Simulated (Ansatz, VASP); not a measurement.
# Two plane-wave programs on AlNi

```
Al Ni
1.0
     1.93869   -1.95319    0.00000
     1.93869    1.95319    0.00000
     0.00000    0.00000    3.09943
Al Ni
1 1
Direct
  0.00000 0.00000 0.00000
  0.49939 0.33648 0.35481
```

Alike in both runs: task single point; functional PBEsol; k mesh 18 × 18 × 16; occupations gaussian, width 0.15 eV; no spin polarisation.

|  | VASP | Ansatz |
| --- | --- | --- |
| version | VASP 6.6.1 | Ansatz 0.2.0 |
| potentials or method | VASP PAW PBE potentials, release 64 (Al, Ni), cutoff 520 eV | scalar-relativistic, plane waves, PAW |
| valence electrons in the cell | 13 | 21 |

```tsv
	VASP	Ansatz	Ansatz less VASP
gap on the k mesh at the Fermi level (eV)	none	none	-
rms of the force components (eV/Å)	3.866	3.832	-0.0344
```

VASP's potentials were made for PBE, not for PBEsol. Atom by atom the forces differ by 0.034 eV/Å (rms over components). A gap of «none» marks a metal or a gap that the smearing closes. VASP's potentials hold 13 valence electrons a cell and Ansatz's 21, so a difference there can come from the potentials and not from the codes.
